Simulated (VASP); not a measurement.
## AlNi: single point with PBE

The system is AlNi.

```
CELL_PARAMETERS angstrom
3.19698 0.00000 0.00000
-1.59849 2.76867 0.00000
0.00000 0.00000 3.10854
ATOMIC_POSITIONS crystal
Al 0.00000 0.00000 0.00000
Ni 0.66667 0.33333 0.50000
```

The cell was built from a structure type or drawn by symmetry, and may not be a known phase.

```yaml
Program: VASP 6.6.1
Task: single point
Functional: PBE
Potentials_or_basis: VASP PAW PBE potentials, release 64 (Al, Ni)
Cutoff: 520 eV
k_mesh: 6 × 6 × 6
Occupations: gaussian, width 0.1 eV
Spin: collinear spin, ferromagnetic start
Starting_moments: "[0.0, 2.0] μB"
```

- Pressure: 0.1 GPa
- Net moment: 0.00 μB per cell
- Valence electrons inside the program's atomic spheres: Al 0.81; Ni 9.40

Levels at points of the mesh, in eV from the Fermi level:
Spin up:
| k point | band 5 | band 6 | band 7 | band 8 | band 9 | band 10 |
| --- | --- | --- | --- | --- | --- | --- |
| (0.00, 0.00, 0.00) | -1.45 | -1.45 | 4.23 | 7.59 | 7.67 | 7.67 |
| (0.50, 0.00, 0.00) | -1.59 | -1.12 | -0.50 | 3.49 | 7.33 | 8.50 |
| (0.00, 0.00, 0.50) | -1.83 | -1.83 | -0.89 | 10.31 | 10.31 | 12.53 |
| (0.50, 0.00, 0.50) | -1.09 | -1.08 | -0.83 | 1.54 | 2.63 | 7.84 |
Spin down:
| k point | band 3 | band 4 | band 5 | band 6 | band 7 | band 8 | band 9 | band 10 | band 11 | band 12 |
| --- | --- | --- | --- | --- | --- | --- | --- | --- | --- | --- |
| (0.00, 0.00, 0.00) | -1.99 | -1.99 | -1.45 | -1.45 | 4.23 | 7.59 | 7.67 | 7.67 | 9.97 | 9.97 |
| (0.50, 0.00, 0.00) | -2.61 | -2.08 | -1.59 | -1.12 | -0.50 | 3.49 | 7.33 | 8.50 | 10.80 | 11.14 |
| (0.00, 0.00, 0.50) | -1.98 | -1.98 | -1.83 | -1.83 | -0.89 | 10.31 | 10.31 | 12.53 | 12.53 | 12.73 |
| (0.50, 0.00, 0.50) | -2.28 | -2.12 | -1.09 | -1.08 | -0.83 | 1.54 | 2.63 | 7.84 | 8.31 | 8.55 |

It took 14 s on 1 thread of Intel(R) Xeon(R) 6975P-C (Granite Rapids), with other jobs on the host, peak memory 0.15 GiB.

Caveat: the k points lie up to 0.38 Å⁻¹ apart.
